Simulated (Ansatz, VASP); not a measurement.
# Two plane-wave programs on C

INCAR

```
PREC = Accurate
ENCUT = 520
EDIFF = 1E-7
ISMEAR = 0
SIGMA = 0.05
LREAL = F
LASPH = T
NELM = 60
ALGO = Normal
ISIF = 2
LWAVE = F
LCHARG = F
GGA = PS
IVDW = 12
NBANDS = 11
```

KPOINTS

```
Automatic mesh
0
Gamma
  15 15 15
```

POSCAR

```
C
1.0
    1.2291305633      0.7096388616      3.2835658809
   -1.2291305633      0.7096388616      3.2835658809
    0.0000000000     -1.4192777231      3.2835658809
C
2
Direct
    0.1856219585      0.1856219585      0.1574386091
    0.8143780415      0.8143780415      0.8425613909
```

Input for Ansatz:

```yaml
crystal:
  lattice:
    - [1.2291305633, 0.7096388616, 3.2835658809]
    - [-1.2291305633, 0.7096388616, 3.2835658809]
    - [0.0, -1.4192777231, 3.2835658809]
  atoms:
    - { symbol: C, position: [0.1856219585, 0.1856219585, 0.1574386091] }
    - { symbol: C, position: [0.8143780415, 0.8143780415, 0.8425613909] }
basis:
  ecutwfc: 520.0
kpoints:
  mp_grid: { grid: [15, 15, 15] }
hamiltonian:
  xc: pbesol
  dispersion: d3bj
scf:
  occupations: { method: gaussian, width: 0.05 }
output:
  forces: true
  stress: true
  eigenvalues: true
```

Change from the starting cell: mode 4 frozen in at +0.095 Å and mode 6 at +0.040 Å (largest displacements).

Alike in both runs: task single point; functional PBEsol; dispersion D3(BJ); k mesh 15 × 15 × 15; occupations gaussian, width 0.05 eV; no spin polarisation.

```csv
,VASP,Ansatz
version,VASP 6.6.1,Ansatz 0.2.0
potentials or method,"VASP PAW PBE potentials, release 64 (C), cutoff 520 eV","scalar-relativistic, plane waves, PAW"
valence electrons in the cell,8,8
```

Ansatz gave:

* gap on the k mesh at the Fermi level (eV): 0.31
* least direct gap on the mesh (eV): 0.31
* pressure (GPa): 0.3
* traceless stress, the component that is largest in VASP (GPa): 9.68
* rms of the force components (eV/Å): 2.755

What did VASP give for the same quantities?

gap on the k mesh at the Fermi level (eV): 0.31; least direct gap on the mesh (eV): 0.31; pressure (GPa): 1.0; traceless stress, the component that is largest in VASP (GPa): 10.26; rms of the force components (eV/Å): 2.755.

VASP's potentials were made for PBE, not for PBEsol. Atom by atom the forces differ by 0.011 eV/Å (rms over components).
